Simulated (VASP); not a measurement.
# CuO (C2/c) in VASP: single point with PBE

Aim: the single point of CuO with PBE.

All numbers are computed with VASP 6.6.1; they aren't measurements. Logs are shortened: lines on timing, memory, paths and dates and some standing lists are left out, and cuts for length are marked.

### Step 1. The cell of the first run

The typed cell holds 4 atoms: a = 2.948 Å, b = 2.948 Å, c = 5.154 Å, α = 89.96°, β = 89.96°, γ = 89.24°.

### Step 2. Single point, PBE, collinear spin

Input file INCAR:

```
SYSTEM = CuO
ALGO     = Normal         ! electronic algorithm
EDIFF    = 1E-6           ! SCF threshold, eV
ENCUT    = 700            ! plane-wave cutoff, eV
GGA      = PE             ! functional
GGA_COMPAT= .False.      
ISIF     = 2              ! what is computed and relaxed
ISMEAR   = 0              ! smearing method
ISPIN    = 2              ! spin polarisation
LASPH    = .True.         ! aspherical terms in the spheres
LCHARG   = .True.         ! write CHGCAR
LELF     = .True.         ! ELF
LMAXMIX  = 4              ! l up to which the mixer works
LORBIT   = 11             ! projections on sites
LREAL    = .False.        ! projectors in reciprocal space
LVHAR    = .True.       
LWAVE    = .False.        ! write WAVECAR
MAGMOM   = 1 1 0 0        ! initial moments
NBANDS   = 37             ! bands
NELM     = 200            ! most SCF steps
PREC     = Accurate       ! precision mode
SIGMA    = 0.05           ! smearing width, eV
```

Input file KPOINTS:

```
k-points
0
Gamma
  8 8 4
  0 0 0
```

Input file POSCAR:

```
CuO
1.0
    2.0913971992     -2.0703595512      0.1656466170
    2.0913971992      2.0703595512      0.1656466170
   -0.4013604736      0.0000000000      5.1383018330
Cu O
2 2
Direct
    0.0000000000      0.5000000000      0.0000000000
    0.5000000000      0.0000000000      0.5000000000
    0.4998576677      0.5001423323      0.2500000000
    0.5001423323      0.4998576677      0.7500000000
```

Potentials or basis: VASP PAW PBE potentials, release 64 (Cu_sv_GW, O).

Launch:

```
$ cat potpaw_PBE.64/Cu_sv_GW/POTCAR potpaw_PBE.64/O/POTCAR > POTCAR
$ mpirun -np 1 vasp_std > vasp.out
```

OUTCAR:

```text
SYSTEM = CuO
   EDIFF = 1E-6
   ENCUT = 700
   GGA = PE
   ISIF = 2
   ISMEAR = 0
   ISPIN = 2
   LASPH = .True.
   LORBIT = 11
   LREAL = .False.
   NELM = 200
   PREC = Accurate

 ion  position               nearest neighbor table
   1  0.000  0.500  0.000-   4 1.96   3 1.96   4 1.96   3 1.96
   2  0.500  0.000  0.500-   3 1.96   4 1.96   4 1.96   3 1.96
   3  0.500  0.500  0.250-   1 1.96   2 1.96   2 1.96   1 1.96
   4  0.500  0.500  0.750-   2 1.96   1 1.96   2 1.96   1 1.96

  LATTYP: Found a base centered monoclinic cell.
 ALAT       =     4.1958937291
 B/A-ratio  =     0.9868503279
 C/A-ratio  =     1.2283326897
 COS(beta)  =    -0.0010855867

  Lattice vectors:

 A1 = (  -2.0913971992,   2.0703595512,  -0.1656466170)
 A2 = (  -2.0913971992,  -2.0703595512,  -0.1656466170)
 A3 = (  -0.4013604736,   0.0000000000,   5.1383018330)

Analysis of symmetry for initial positions (statically):
=====================================================================
 Subroutine PRICEL returns:
 Original cell was already a primitive cell.

 Routine SETGRP: Setting up the symmetry group for a
 base centered monoclinic supercell.

 Subroutine GETGRP returns: Found  4 space group operations
 (whereof  2 operations were pure point group operations)
 out of a pool of  4 trial point group operations.

The static configuration has the point symmetry S_2 .
 The point group associated with its full space group is C_2h.

Analysis of symmetry for dynamics (positions and initial velocities):
=====================================================================
 Subroutine PRICEL returns:
 Original cell was already a primitive cell.

 Routine SETGRP: Setting up the symmetry group for a
 base centered monoclinic supercell.

 Subroutine GETGRP returns: Found  4 space group operations
 (whereof  2 operations were pure point group operations)
 out of a pool of  4 trial point group operations.

The dynamic configuration has the point symmetry S_2 .
 The point group associated with its full space group is C_2h.

Analysis of structural, dynamic, and magnetic symmetry:
=====================================================================
 Subroutine PRICEL returns:
 Original cell was already a primitive cell.

 Routine SETGRP: Setting up the symmetry group for a
 base centered monoclinic supercell.

 Subroutine GETGRP returns: Found  4 space group operations
 (whereof  2 operations were pure point group operations)
 out of a pool of  4 trial point group operations.

The overall configuration has the point symmetry S_2 .
 The point group associated with its full space group is C_2h.

 Subroutine INISYM returns: Found  4 space group operations
 (whereof  2 operations are pure point group operations),
 and found     1 'primitive' translations

----------------------------------------------------------------------------------------

                                     Primitive cell

  volume of cell :      44.7724

  direct lattice vectors                    reciprocal lattice vectors
     2.091397199 -2.070359551  0.165646617     0.237604629 -0.241503945  0.018559654
     2.091397199  2.070359551  0.165646617     0.237604629  0.241503945  0.018559654
    -0.401360474  0.000000000  5.138301833    -0.015319615  0.000000000  0.193420189

  length of vectors
     2.947502285  2.947502285  5.153953430     0.339300127  0.339300127  0.194025926

  position of ions in fractional coordinates (direct lattice)
     0.000000000  0.500000000  0.000000000
     0.500000000  0.000000000  0.500000000
     0.499857668  0.500142332  0.250000000
     0.500142332  0.499857668  0.750000000

  ion indices of the primitive-cell ions
   primitive index   ion index
                 1           1
                 2           2
                 3           3
                 4           4

----------------------------------------------------------------------------------------

 KPOINTS: k-points

Automatic generation of k-mesh.
 Grid dimensions read from file:
 generate k-points for:    8    8    4

 Generating k-lattice:

  Cartesian coordinates                     Fractional coordinates (reciprocal lattice)
     0.029700579 -0.030187993  0.002319957     0.125000000  0.000000000  0.000000000
     0.029700579  0.030187993  0.002319957     0.000000000  0.125000000  0.000000000
    -0.003829904  0.000000000  0.048355047     0.000000000  0.000000000  0.250000000

  Length of vectors
     0.042412516  0.042412516  0.048506482

  Shift w.r.t. Gamma in fractional coordinates (k-lattice)
     0.000000000  0.000000000  0.000000000

 Subroutine IBZKPT returns following result:
 ===========================================

 Found     78 irreducible k-points:

 Following reciprocal coordinates:
            Coordinates               Weight
  0.000000  0.000000  0.000000      1.000000
  0.125000  0.000000  0.000000      4.000000
  0.250000  0.000000  0.000000      4.000000
  0.375000  0.000000  0.000000      4.000000
  0.500000  0.000000  0.000000      2.000000
  0.125000  0.125000  0.000000      2.000000
[... 16 lines left out ...]
  0.125000  0.000000  0.250000      4.000000
  0.250000  0.000000  0.250000      4.000000
 [... further k-points ...]
   k-points           NKPTS =     78   k-points in BZ     NKDIM =     78   number of bands    NBANDS=     37
   number of dos      NEDOS =    301   number of ions     NIONS =      4
   total plane-waves  NPLWV =  37632
   dimension x,y,z NGX =    28 NGY =   28 NGZ =   48
   dimension x,y,z NGXF=    56 NGYF=   56 NGZF=   96
   ions per type =               2   2
   NGX,Y,Z   is equivalent  to a cutoff of  15.79, 15.79, 15.48 a.u.
   NGXF,Y,Z  is equivalent  to a cutoff of  31.59, 31.59, 30.97 a.u.
 SYSTEM =  CuO
   PREC   = accura    normal or accurate (medium, high low for compatibility)
   ISTART =      0    job   : 0-new  1-cont  2-samecut
   ICHARG =      2    charge: 1-file 2-atom 10-const
   ISPIN  =      2    spin polarized calculation?
   LNONCOLLINEAR =      F non collinear calculations
   LSORBIT =      F    spin-orbit coupling
   LASPH  =      T    aspherical Exc in radial PAW
   ENCUT  =  700.0 eV  51.45 Ry    7.17 a.u.   6.36  6.36 11.12*2*pi/ulx,y,z
   NELM   =    200;   NELMIN=  2; NELMDL= -5     # of ELM steps
   EDIFF  = 0.1E-05   stopping-criterion for ELM
   LREAL  =      F    real-space projection
   EDIFFG = 0.1E-04   stopping-criterion for IOM
   NSW    =      0    number of steps for IOM
   IBRION =     -1    ionic relax: 0-MD 1-quasi-New 2-CG
   NFREE  =      0    steps in history (QN), initial steepest desc. (CG)
   ISIF   =      2    stress and relaxation
   ISYM   =      2    0-nonsym 1-usesym 2-fastsym
   POTIM  = 0.5000    time-step for ionic-motion
   TEBEG  =    0.0;   TEEND  =   0.0 temperature during run
   PSTRESS=    0.0 pullay stress
   NELECT =      50.0000    total number of electrons
   NUPDOWN=      -1.0000    fix difference up-down
   EMIN   =  10.00;   EMAX   =-10.00  energy-range for DOS
   EFERMI =   0.00;   METHOD = LEGACY
   ISMEAR =     0;   SIGMA  =   0.05  broadening in eV -4-tet -1-fermi 0-gaus
   EFERMI_NEDOS =   21; number of points for ismear=-14 and -15
   IALGO  =     38    algorithm
   IMIX   =      4    mixing-type and parameters
     AMIX     =   0.40;   BMIX     =  1.00
     AMIX_MAG =   1.60;   BMIX_MAG =  1.00
  volume/ion in A,a.u.               =      11.19        75.53
  Fermi-wavevector in a.u.,A,eV,Ry     =   1.698484  3.209668 39.250716  2.884846
  Thomas-Fermi vector in A             =   2.778975
   LORBIT       =     11    0 simple, 1 ext, 2 COOP (PROOUT), +10 PAW based schemes
   GGA     = PE    functional components
   LHFCALC =     F    Hartree Fock is set to
   AEXX    =    0.0000 exact exchange contribution
   IVDW    =     0    specifies the selected vdW correction
   LEPSILON=     F    determine dielectric tensor
   LRPA    =     F    only Hartree local field effects (RPA)
 spin polarized calculation
 Gauss-broadening in eV      SIGMA  =   0.05
  energy-cutoff  :      700.00
  volume of cell :       44.77
 maximum number of plane-waves:      1902
 NGX is ok and might be reduce to    28
   NGX = 13   NGY = 13   NGZ = 23

 number of electron      49.9999976 magnetization      -0.0000729

 number of electron      49.9999976 magnetization       0.0000263

 Free energy of the ion-electron system (eV)
  ---------------------------------------------------
  ext. energy  EPLUGINS =         0.00000000
  ---------------------------------------------------
  free energy    TOTEN  =       -19.90800039 eV

  energy without entropy =      -19.90569025  energy(sigma->0) =      -19.90684532

 E-fermi :   4.8419     XC(G=0): -11.5979

 val. band max:        4.8361697720   @ k =  -0.1250  -0.1250   0.2500
 cond. band min:       4.8521213631   @ k =  -0.2500   0.1250   0.5000
 fundamental gap:      0.0159515911
 Fermi energy:         4.8418635486

 spin component 1

 k-point     1 :       0.0000    0.0000    0.0000
  band No.  band energies     occupation
      1    -107.8850      1.00000
      2    -107.8848      1.00000
      3     -65.3831      1.00000
      4     -65.3828      1.00000
      5     -65.3546      1.00000
      6     -65.3484      1.00000
[... 29 lines left out ...]
     36      20.6727      0.00000
     37      25.4233      0.00000

 k-point     2 :       0.1250    0.0000    0.0000
  band No.  band energies     occupation
      1    -107.8855      1.00000
      2    -107.8849      1.00000
      3     -65.3849      1.00000
      4     -65.3832      1.00000
      5     -65.3544      1.00000
      6     -65.3495      1.00000
[... 29 lines left out ...]
     36      22.3113      0.00000
     37      25.4285      0.00000
[... 838 lines left out ...]
     36      21.3708      0.00000
     37      25.8820      0.00000

 k-point    24 :       0.2500    0.0000    0.2500
  band No.  band energies     occupation
      1    -107.8854      1.00000
      2    -107.8851      1.00000
      3     -65.3890      1.00000
      4     -65.3832      1.00000
      5     -65.3535      1.00000
      6     -65.3503      1.00000
[... 29 lines left out ...]
     36      22.2297      0.00000
     37      25.4920      0.00000

 [... further k-points ...]

 spin component 2

 k-point     1 :       0.0000    0.0000    0.0000
  band No.  band energies     occupation
      1    -107.8850      1.00000
      2    -107.8848      1.00000
      3     -65.3831      1.00000
      4     -65.3828      1.00000
      5     -65.3546      1.00000
      6     -65.3484      1.00000
[... 29 lines left out ...]
     36      20.6728      0.00000
     37      25.4268      0.00000

 k-point     2 :       0.1250    0.0000    0.0000
  band No.  band energies     occupation
      1    -107.8855      1.00000
      2    -107.8849      1.00000
      3     -65.3849      1.00000
      4     -65.3832      1.00000
      5     -65.3544      1.00000
      6     -65.3495      1.00000
[... 29 lines left out ...]
     36      22.3113      0.00000
     37      25.4294      0.00000
[... 838 lines left out ...]
     36      21.3709      0.00000
     37      25.8753      0.00000

 k-point    24 :       0.2500    0.0000    0.2500
  band No.  band energies     occupation
      1    -107.8854      1.00000
      2    -107.8851      1.00000
      3     -65.3890      1.00000
      4     -65.3832      1.00000
      5     -65.3535      1.00000
      6     -65.3503      1.00000
[... 29 lines left out ...]
     36      22.2297      0.00000
     37      25.4479      0.00000

 [... further k-points ...]

------------------------ aborting loop because EDIFF is reached ----------------------------------------

  FORCE on cell =-STRESS in cart. coord.  units (eV):
  Direction    XX          YY          ZZ          XY          YZ          ZX
  --------------------------------------------------------------------------------------
  -------------------------------------------------------------------------------------
  Total       -0.7585085     -0.7085843     -0.7225346      0.0000000      0.0000000     -0.0133583
  in kB      -27.1431698    -25.3566357    -25.8558466      0.0000000      0.0000000     -0.4780274
  external PRESSURE =     -26.1185507 kB  Pullay stress =       0.0000000 kB

 VOLUME and BASIS-vectors are now :
 -----------------------------------------------------------------------------
  energy-cutoff  :      700.00
  volume of cell :       44.77
      direct lattice vectors                 reciprocal lattice vectors
     2.091397199 -2.070359551  0.165646617     0.237604629 -0.241503945  0.018559654
     2.091397199  2.070359551  0.165646617     0.237604629  0.241503945  0.018559654
    -0.401360474  0.000000000  5.138301833    -0.015319615  0.000000000  0.193420189

 POSITION                                       TOTAL-FORCE (eV/Angst)
 -----------------------------------------------------------------------------------
      1.04570      1.03518      0.08282         0.000000      0.000000      0.000000
      0.84502     -1.03518      2.65197         0.000000      0.000000      0.000000
      1.99106      0.00059      1.45022        -0.000000      0.002775      0.000000
      1.79038     -0.00059      4.01937         0.000000     -0.002775     -0.000000
 -----------------------------------------------------------------------------------
    total drift:                               -0.000000      0.000000      0.000000

  FREE ENERGIE OF THE ION-ELECTRON SYSTEM (eV)
  ---------------------------------------------------
  free  energy   TOTEN  =       -19.9080003858 eV

  energy  without entropy=      -19.9056902460  energy(sigma->0) =      -19.90684532

 total charge

# of ion       s       p       d       f       tot
--------------------------------------------------
    1        2.249   6.368   8.851   0.012  17.480
    2        2.249   6.368   8.851   0.012  17.480
    3        1.573   3.378   0.000   0.000   4.951
    4        1.573   3.378   0.000   0.000   4.951
--------------------------------------------------
tot          7.644  19.492  17.703   0.024  44.862

 magnetization (x)

# of ion       s       p       d       f       tot
--------------------------------------------------
    1        0.000   0.000  -0.000  -0.000  -0.000
    2        0.000   0.000  -0.000  -0.000  -0.000
    3       -0.000  -0.000   0.000   0.000  -0.000
    4       -0.000  -0.000   0.000   0.000  -0.000
--------------------------------------------------
tot         -0.000  -0.000  -0.000  -0.000  -0.000
```

Run time: 4.3 min. Hardware: 1 thread of Intel Xeon Platinum 8559C (Emerald Rapids), shared host; peak memory 0.43 GiB.

Results:

| Property | Result |
| --- | --- |
| Free energy | -19.9080 eV |
| Pressure | -2.6 GPa |
| Band gap on the k mesh | zero (filled and empty bands overlap) |
| Net moment | 0.00 μB per cell |
| Valence electrons inside the program's atomic spheres | Cu 17.48; O 4.95 |

Forces in eV/Å, atoms in the order of the input:
```
Cu   0.000  0.000  0.000
Cu   0.000  0.000  0.000
O    0.000  0.003  0.000
O    0.000 -0.003  0.000
```

Stress tensor (GPa, compression positive):
```
-2.71  0.00 -0.05
 0.00 -2.54  0.00
-0.05  0.00 -2.59
```

Caveat: semilocal functionals often make such compounds metallic where correlation or magnetic order opens a gap, which also shifts bond lengths. With open d or f shells a metallic result of PBE can be an artefact of self-interaction; +U or a hybrid may open a gap.
